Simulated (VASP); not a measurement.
# Rb (Im-3m) in VASP: notebook

Rb is run at these levels: PBE; tasks: single point.

Everything below comes from runs of VASP 6.6.1. Logs are shortened: lines on timing, memory, paths and dates and some standing lists are left out, and cuts for length are marked.

## (1) The cell of the first run

The structure is cubic, space group Im-3m (No. 229). Conventional cell: a = 5.613 Å, b = 5.613 Å, c = 5.613 Å, α = 90.00°, β = 90.00°, γ = 90.00°.

## (2) Single point, PBE (88.41 Å³/atom)

The input, INCAR:

```
ALGO = Normal
EDIFF = 1E-7
ENCUT = 520
GGA = PE
ISIF = 2
ISMEAR = 0
LASPH = True
LCHARG = True
LELF = True
LREAL = False
LVHAR = True
LWAVE = False
NBANDS = 10
NELM = 60
PREC = Accurate
SIGMA = 0.1
```

The input, KPOINTS:

```
k-points
0
Gamma
  10 10 10
```

The input, POSCAR:

```
Rb
1.0
   -2.8063727335      2.8063727335      2.8063727335
    2.8063727335     -2.8063727335      2.8063727335
    2.8063727335      2.8063727335     -2.8063727335
Rb
1
Direct
    0.0000000000      0.0000000000      0.0000000000
```

Potentials or basis: VASP PAW PBE potentials, release 64 (Rb_sv).

Launch:

```sh
$ cat potpaw_PBE.64/Rb_sv/POTCAR > POTCAR
$ mpirun -np 1 vasp_std > vasp.out
```

OUTCAR:

```text
EDIFF = 1E-7
   ENCUT = 520
   GGA = PE
   ISIF = 2
   ISMEAR = 0
   LASPH = True
   LREAL = False
   NELM = 60
   PREC = Accurate

 ion  position               nearest neighbor table
   1  0.000  0.000  0.000-

  LATTYP: Found a body centered cubic cell.
 ALAT       =     5.6127454670

  Lattice vectors:

 A1 = (  -2.8063727335,   2.8063727335,   2.8063727335)
 A2 = (   2.8063727335,  -2.8063727335,   2.8063727335)
 A3 = (   2.8063727335,   2.8063727335,  -2.8063727335)

Analysis of symmetry for initial positions (statically):
=====================================================================
 Subroutine PRICEL returns:
 Original cell was already a primitive cell.

 Routine SETGRP: Setting up the symmetry group for a
 body centered cubic supercell.

 Subroutine GETGRP returns: Found 48 space group operations
 (whereof 48 operations were pure point group operations)
 out of a pool of 48 trial point group operations.

The static configuration has the point symmetry O_h .

Analysis of symmetry for dynamics (positions and initial velocities):
=====================================================================
 Subroutine PRICEL returns:
 Original cell was already a primitive cell.

 Routine SETGRP: Setting up the symmetry group for a
 body centered cubic supercell.

 Subroutine GETGRP returns: Found 48 space group operations
 (whereof 48 operations were pure point group operations)
 out of a pool of 48 trial point group operations.

The dynamic configuration has the point symmetry O_h .

 Subroutine INISYM returns: Found 48 space group operations
 (whereof 48 operations are pure point group operations),
 and found     1 'primitive' translations

----------------------------------------------------------------------------------------

                                     Primitive cell

  volume of cell :      88.4089

  direct lattice vectors                    reciprocal lattice vectors
    -2.806372733  2.806372733  2.806372733     0.000000000  0.178165927  0.178165927
     2.806372733 -2.806372733  2.806372733     0.178165927  0.000000000  0.178165927
     2.806372733  2.806372733 -2.806372733     0.178165927  0.178165927  0.000000000

  length of vectors
     4.860780159  4.860780159  4.860780159     0.251964671  0.251964671  0.251964671

  position of ions in fractional coordinates (direct lattice)
     0.000000000  0.000000000  0.000000000

  ion indices of the primitive-cell ions
   primitive index   ion index
                 1           1

----------------------------------------------------------------------------------------

 KPOINTS: k-points

Automatic generation of k-mesh.
 Grid dimensions read from file:
 generate k-points for:   10   10   10

 Generating k-lattice:

  Cartesian coordinates                     Fractional coordinates (reciprocal lattice)
     0.000000000  0.017816593  0.017816593     0.100000000  0.000000000  0.000000000
     0.017816593  0.000000000  0.017816593     0.000000000  0.100000000  0.000000000
     0.017816593  0.017816593  0.000000000     0.000000000  0.000000000  0.100000000

  Length of vectors
     0.025196467  0.025196467  0.025196467

  Shift w.r.t. Gamma in fractional coordinates (k-lattice)
     0.000000000  0.000000000  0.000000000

 Subroutine IBZKPT returns following result:
 ===========================================

 Found     47 irreducible k-points:

 Following reciprocal coordinates:
            Coordinates               Weight
  0.000000  0.000000  0.000000      1.000000
  0.100000  0.000000  0.000000     12.000000
  0.200000  0.000000  0.000000     12.000000
  0.300000  0.000000  0.000000     12.000000
  0.400000  0.000000  0.000000     12.000000
  0.500000  0.000000  0.000000      6.000000
[... 16 lines left out ...]
  0.300000  0.300000  0.100000      8.000000
 -0.300000  0.300000  0.100000     24.000000
 [... further k-points ...]
   k-points           NKPTS =     47   k-points in BZ     NKDIM =     47   number of bands    NBANDS=     10
   number of dos      NEDOS =    301   number of ions     NIONS =      1
   total plane-waves  NPLWV =  46656
   dimension x,y,z NGX =    36 NGY =   36 NGZ =   36
   dimension x,y,z NGXF=    72 NGYF=   72 NGZF=   72
   ions per type =               1
   NGX,Y,Z   is equivalent  to a cutoff of  12.31, 12.31, 12.31 a.u.
   NGXF,Y,Z  is equivalent  to a cutoff of  24.63, 24.63, 24.63 a.u.
 SYSTEM =  unknown system
   PREC   = accura    normal or accurate (medium, high low for compatibility)
   ISTART =      0    job   : 0-new  1-cont  2-samecut
   ICHARG =      2    charge: 1-file 2-atom 10-const
   ISPIN  =      1    spin polarized calculation?
   LNONCOLLINEAR =      F non collinear calculations
   LSORBIT =      F    spin-orbit coupling
   LASPH  =      T    aspherical Exc in radial PAW
   ENCUT  =  520.0 eV  38.22 Ry    6.18 a.u.   9.04  9.04  9.04*2*pi/ulx,y,z
   NELM   =     60;   NELMIN=  2; NELMDL= -5     # of ELM steps
   EDIFF  = 0.1E-06   stopping-criterion for ELM
   LREAL  =      F    real-space projection
   EDIFFG = 0.1E-05   stopping-criterion for IOM
   NSW    =      0    number of steps for IOM
   IBRION =     -1    ionic relax: 0-MD 1-quasi-New 2-CG
   NFREE  =      0    steps in history (QN), initial steepest desc. (CG)
   ISIF   =      2    stress and relaxation
   ISYM   =      2    0-nonsym 1-usesym 2-fastsym
   POTIM  = 0.5000    time-step for ionic-motion
   TEBEG  =    0.0;   TEEND  =   0.0 temperature during run
   PSTRESS=    0.0 pullay stress
   NELECT =       9.0000    total number of electrons
   NUPDOWN=      -1.0000    fix difference up-down
   EMIN   =  10.00;   EMAX   =-10.00  energy-range for DOS
   EFERMI =   0.00;   METHOD = LEGACY
   ISMEAR =     0;   SIGMA  =   0.10  broadening in eV -4-tet -1-fermi 0-gaus
   EFERMI_NEDOS =   21; number of points for ismear=-14 and -15
   IALGO  =     38    algorithm
   IMIX   =      4    mixing-type and parameters
     AMIX     =   0.40;   BMIX     =  1.00
     AMIX_MAG =   1.60;   BMIX_MAG =  1.00
  volume/ion in A,a.u.               =      88.41       596.61
  Fermi-wavevector in a.u.,A,eV,Ry     =   0.764405  1.444516  7.950093  0.584315
  Thomas-Fermi vector in A             =   1.864300
   LORBIT       =      0    0 simple, 1 ext, 2 COOP (PROOUT), +10 PAW based schemes
   GGA     = PE    functional components
   LHFCALC =     F    Hartree Fock is set to
   AEXX    =    0.0000 exact exchange contribution
   IVDW    =     0    specifies the selected vdW correction
   LEPSILON=     F    determine dielectric tensor
   LRPA    =     F    only Hartree local field effects (RPA)
 non-spin polarized calculation
 Gauss-broadening in eV      SIGMA  =   0.10
  energy-cutoff  :      520.00
  volume of cell :       88.41
 maximum number of plane-waves:      2404
   NGX = 19   NGY = 19   NGZ = 19

 number of electron       9.0000000 magnetization

 Free energy of the ion-electron system (eV)
  ---------------------------------------------------
  ext. energy  EPLUGINS =         0.00000000
  ---------------------------------------------------
  free energy    TOTEN  =        -0.93505245 eV

  energy without entropy =       -0.92883257  energy(sigma->0) =       -0.93194251

 E-fermi :   0.0814     XC(G=0):  -5.5365

 val. band max:        0.0786442686   @ k =  -0.3000   0.4000   0.2000
 cond. band min:       0.1617248211   @ k =  -0.4000   0.4000   0.2000
 fundamental gap:      0.0830805525
 Fermi energy:         0.0813532772

 k-point     1 :       0.0000    0.0000    0.0000
  band No.  band energies     occupation
      1     -28.8103      2.00000
      2     -12.8496      2.00000
      3     -12.8496      2.00000
      4     -12.8496      2.00000
      5      -1.9331      2.00000
      6       3.7834      0.00000
      7       3.7834      0.00000
      8       3.7834      0.00000
      9       4.7365      0.00000
     10       4.7365      0.00000

 k-point     2 :       0.1000    0.0000    0.0000
  band No.  band energies     occupation
      1     -28.8098      2.00000
      2     -12.8600      2.00000
      3     -12.8530      2.00000
      4     -12.8496      2.00000
      5      -1.8120      2.00000
      6       3.5896      0.00000
      7       3.6179      0.00000
      8       3.8961      0.00000
      9       4.5147      0.00000
     10       4.6921      0.00000

 k-point     3 :       0.2000    0.0000    0.0000
  band No.  band energies     occupation
      1     -28.8086      2.00000
      2     -12.8868      2.00000
      3     -12.8618      2.00000
      4     -12.8496      2.00000
      5      -1.4600      2.00000
      6       2.9409      0.00000
      7       3.2766      0.00000
      8       4.2287      0.00000
      9       4.4979      0.00000
     10       4.6433      0.00000

 k-point     4 :       0.3000    0.0000    0.0000
  band No.  band energies     occupation
      1     -28.8071      2.00000
      2     -12.9194      2.00000
      3     -12.8727      2.00000
      4     -12.8496      2.00000
      5      -0.9121      2.00000
      6       2.1742      0.00000
      7       2.9553      0.00000
      8       4.5996      0.00000
      9       4.7053      0.00000
     10       4.7652      0.00000
[... 222 lines left out ...]
 k-point    22 :      -0.2000    0.2000    0.1000
  band No.  band energies     occupation
      1     -28.8082      2.00000
      2     -12.8868      2.00000
      3     -12.8654      2.00000
      4     -12.8579      2.00000
      5      -1.3448      2.00000
      6       2.9723      0.00000
      7       3.2851      0.00000
      8       3.8025      0.00000
      9       4.2275      0.00000
     10       5.1413      0.00000

 k-point    23 :       0.3000    0.3000    0.1000
  band No.  band energies     occupation
      1     -28.8052      2.00000
      2     -12.9158      2.00000
      3     -12.9158      2.00000
      4     -12.8715      2.00000
      5       1.2279      0.00000
      6       1.2279      0.00000
      7       1.3776      0.00000
      8       3.4354      0.00000
      9       5.2937      0.00000
     10       5.2937      0.00000

 k-point    24 :      -0.3000    0.3000    0.1000
  band No.  band energies     occupation
      1     -28.8067      2.00000
      2     -12.9180      2.00000
      3     -12.8764      2.00000
      4     -12.8576      2.00000
      5      -0.8032      2.00000
      6       2.2065      0.00000
      7       2.9989      0.00000
      8       3.8725      0.00000
      9       4.7528      0.00000
     10       5.1775      0.00000

 [... further k-points ...]

------------------------ aborting loop because EDIFF is reached ----------------------------------------

  FORCE on cell =-STRESS in cart. coord.  units (eV):
  Direction    XX          YY          ZZ          XY          YZ          ZX
  --------------------------------------------------------------------------------------
  -------------------------------------------------------------------------------------
  Total        0.0514707      0.0514707      0.0514707      0.0000000     -0.0000000      0.0000000
  in kB        0.9327697      0.9327697      0.9327697      0.0000000     -0.0000000      0.0000000
  external PRESSURE =       0.9327697 kB  Pullay stress =       0.0000000 kB

 VOLUME and BASIS-vectors are now :
 -----------------------------------------------------------------------------
  energy-cutoff  :      520.00
  volume of cell :       88.41
      direct lattice vectors                 reciprocal lattice vectors
    -2.806372733  2.806372733  2.806372733     0.000000000  0.178165927  0.178165927
     2.806372733 -2.806372733  2.806372733     0.178165927  0.000000000  0.178165927
     2.806372733  2.806372733 -2.806372733     0.178165927  0.178165927  0.000000000

 POSITION                                       TOTAL-FORCE (eV/Angst)
 -----------------------------------------------------------------------------------
      0.00000      0.00000      0.00000         0.000000      0.000000      0.000000
 -----------------------------------------------------------------------------------
    total drift:                               -0.000000      0.000000      0.000000

  FREE ENERGIE OF THE ION-ELECTRON SYSTEM (eV)
  ---------------------------------------------------
  free  energy   TOTEN  =        -0.9350524467 eV

  energy  without entropy=       -0.9288325680  energy(sigma->0) =       -0.93194251
```

Run time: 14 s. Hardware: 1 thread of Intel Xeon Platinum 8488C (Sapphire Rapids), shared host; peak memory 0.21 GiB.

Results:

```
Free energy            : -0.9351 eV
Pressure               : 0.1 GPa
Band gap on the k mesh : zero (an odd number of electrons rules out a gap without spin polarisation)
```

Levels at points of the mesh, in eV from the Fermi level:
```tsv
k point	band 3	band 4	band 5	band 6	band 7	band 8
(0.00, 0.00, 0.00)	-12.93	-12.93	-2.01	3.70	3.70	3.70
(0.50, 0.00, 0.00)	-12.97	-12.93	0.23	0.80	2.59	4.31
(0.50, 0.50, 0.50)	-13.01	-13.01	1.23	1.23	3.32	3.32
```

## (3) Single point, PBE

This run uses another cell than the first one, of 91.14 Å³/atom.

The input, INCAR:

```
SYSTEM = Rb
ALGO = Normal
EDIFF = 1E-6
ENCUT = 520
GGA = PE
ISIF = 2
ISMEAR = 0
LASPH = .True.
LCHARG = .False.
LREAL = .False.
LWAVE = .False.
NBANDS = 10
NELM = 100
PREC = Accurate
SIGMA = 0.1
```

The input, KPOINTS:

```
k-points
0
Gamma
  10 10 10
  0 0 0
```

The input, POSCAR:

```
Rb
1.0
   -2.8350111679      2.8350111679      2.8350111679
    2.8350111679     -2.8350111679      2.8350111679
    2.8350111679      2.8350111679     -2.8350111679
Rb
1
Direct
    0.0000000000      0.0000000000      0.0000000000
```

Potentials or basis: VASP PAW PBE potentials, release 64 (Rb_sv).

Launch:

```sh
$ cat potpaw_PBE.64/Rb_sv/POTCAR > POTCAR
$ mpirun -np 1 vasp_std > vasp.out
```

Wall time 18 s (1 thread of Intel Xeon Platinum 8488C (Sapphire Rapids), shared host); peak memory 0.24 GiB.

It converged, with:

```yaml
Free_energy: -0.9359 eV
Pressure: 0.0 GPa
Band_gap_on_the_k_mesh: zero (an odd number of electrons rules out a gap without spin polarisation)
```

Levels at points of the mesh, in eV from the Fermi level:
```
           k point  band 1  band 2  band 3  band 4  band 5  band 6  band 7  band 8  band 9  band 10
(0.00, 0.00, 0.00)  -28.91  -12.95  -12.95  -12.95   -1.97    3.67    3.67    3.67    4.61     4.61
(0.50, 0.00, 0.00)  -28.90  -13.04  -12.98  -12.95    0.24    0.78    2.58    4.25    5.15     5.23
(0.50, 0.50, 0.50)  -28.90  -13.02  -13.02  -13.02    1.26    1.26    3.24    3.24    3.24     4.78
```

## (4) Single point, PBE

This run uses another cell than the first one, of 91.14 Å³/atom.

The input, INCAR:

```
PREC = Accurate
ENCUT = 520
EDIFF = 1E-6
ISMEAR = 0
SIGMA = 0.1
LREAL = False
LASPH = True
NELM = 80
ALGO = Normal
ISIF = 2
LWAVE = False
LCHARG = False
GGA = PE
NBANDS = 10
```

The input, KPOINTS:

```
Automatic mesh
0
Gamma
  10 10 10
```

POSCAR is that of step 3.

Launch:

```sh
$ cat potpaw_PBE.64/Rb_sv/POTCAR > POTCAR
$ mpirun -np 1 vasp_std > vasp.out
```

Wall time 18 s (1 thread of Intel Xeon Platinum 8488C (Sapphire Rapids), shared host); peak memory 0.24 GiB.

It converged, with:

```
Free energy            : -0.9359 eV
Pressure               : 0.0 GPa
Band gap on the k mesh : zero (an odd number of electrons rules out a gap without spin polarisation)
```

Levels at points of the mesh, in eV from the Fermi level:
```
           k point  band 1  band 2  band 3  band 4  band 5  band 6  band 7  band 8  band 9  band 10
(0.00, 0.00, 0.00)  -28.91  -12.95  -12.95  -12.95   -1.97    3.67    3.67    3.67    4.61     4.61
(0.50, 0.00, 0.00)  -28.90  -13.04  -12.98  -12.95    0.24    0.78    2.58    4.25    5.15     5.23
(0.50, 0.50, 0.50)  -28.90  -13.02  -13.02  -13.02    1.26    1.26    3.24    3.24    3.24     4.78
```

## (5) Single point, PBE (93.88 Å³/atom)

This run uses another cell than the first one, of 93.88 Å³/atom.

Edit INCAR of step 4 so:

```diff
@@ -11,4 +11,6 @@
 LWAVE = False
-LCHARG = False
+LCHARG = True
 GGA = PE
+LELF = True
+LVHAR = True
 NBANDS = 10
```

The input, KPOINTS:

```
regular mesh
0
Gamma
  10 10 10
```

The input, POSCAR:

```
Rb
1.0
   -2.8630824110      2.8630824110      2.8630824110
    2.8630824110     -2.8630824110      2.8630824110
    2.8630824110      2.8630824110     -2.8630824110
Rb
1
Direct
    0.0000000000      0.0000000000      0.0000000000
```

Launch:

```sh
$ cat potpaw_PBE.64/Rb_sv/POTCAR > POTCAR
$ mpirun -np 1 vasp_std > vasp.out
```

It took 20 s on 1 thread of Intel Xeon Platinum 8488C (Sapphire Rapids), shared host; peak memory 0.24 GiB.

It converged, with:

* Free energy: -0.9353 eV
* Pressure: -0.1 GPa
* Band gap on the k mesh: zero (an odd number of electrons rules out a gap without spin polarisation)

Levels at points of the mesh, in eV from the Fermi level:
```csv
k point,band 2,band 3,band 4,band 5,band 6,band 7,band 8,band 9
"(0.00, 0.00, 0.00)",-12.97,-12.97,-12.97,-1.93,3.65,3.65,3.65,4.56
"(0.50, 0.00, 0.00)",-13.05,-13.00,-12.97,0.24,0.76,2.58,4.18,5.07
"(0.50, 0.50, 0.50)",-13.03,-13.03,-13.03,1.28,1.28,3.17,3.17,3.17
```

## (6) Summary

| cell | gap on the mesh (eV) | pressure (GPa) |
| --- | --- | --- |
| a = 4.861 Å, angles 109.5°, 1 atom | none | 0.1 |
| a = 4.910 Å, angles 109.5°, 1 atom | none | 0.0 |
| a = 4.959 Å, angles 109.5°, 1 atom | none | -0.1 |

Alike in all rows: task single point; level PBE; potentials or basis VASP PAW PBE potentials, release 64 (Rb_sv); no spin polarisation; k mesh 10 × 10 × 10; cutoff (eV) 520; smearing gaussian 0.1 eV.

Total energies depend on the potentials used, so only differences within one code and one set of settings carry meaning.

The gap in the log of VASP goes by the Fermi energy; the results here count the filled bands.